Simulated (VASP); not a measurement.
Write the native input for VASP 6.6.1 that does the following.

```
Task                   : single point
Functional             : PBEsol
Potentials or basis    : VASP PAW PBE potentials, release 64 (Ba_sv)
Cutoff                 : 520 eV
k mesh                 : 14 × 14 × 14
Occupations            : gaussian, width 0.15 eV
Spin                   : no spin polarisation
Dipole correction      : no
Further INCAR settings : ALGO = Fast; EDIFF = 1e-06; NBANDS = 11
```

The structure of Ba lies in POSCAR:

```
Ba
1.0
    0.0000000000      3.6287264494      2.5655095997
    3.6287264494      0.0000000000      2.5655095997
    3.6287264494      3.6287264494      0.0000000000
Ba
1
Direct
    0.0000000000      0.0000000000      0.0000000000
```

This cell differs from its parent crystal: ratio of the length along z to the lengths across it x 0.707, volume and fractional coordinates fixed.

The input as run:

INCAR

```
SYSTEM = Ba
PREC = Accurate
ENCUT = 520
EDIFF = 1E-6
ISMEAR = 0
SIGMA = 0.15
LREAL = .FALSE.
LASPH = .TRUE.
NELM = 100
ALGO = Fast
ISIF = 2
LWAVE = .FALSE.
LCHARG = .TRUE.
GGA = PS
LELF = .TRUE.
LVHAR = .TRUE.
NBANDS = 11
```

KPOINTS

```
Automatic mesh
0
G
  14 14 14
  0 0 0
```

Potentials or basis: VASP PAW PBE potentials, release 64 (Ba_sv).

Run with:

```console
$ cat potpaw_PBE.64/Ba_sv/POTCAR > POTCAR
$ mpirun -np 1 vasp_std > vasp.out
```

Results of the run:

```yaml
Pressure: -1.1 GPa
Band_gap_on_the_k_mesh: zero (band 5 reaches 1.68 eV, above the bottom of band 6 at 0.87 eV)
```

Caveat: the PAW data sets were made with another functional, which shifts forces and pressure a little; spin-orbit coupling is left out, which moves the levels of the heavy elements.

Wall time 2.3 min on 1 thread of AMD EPYC 7R13 Processor (Zen 3) (shared host), peak memory 0.32 GiB.
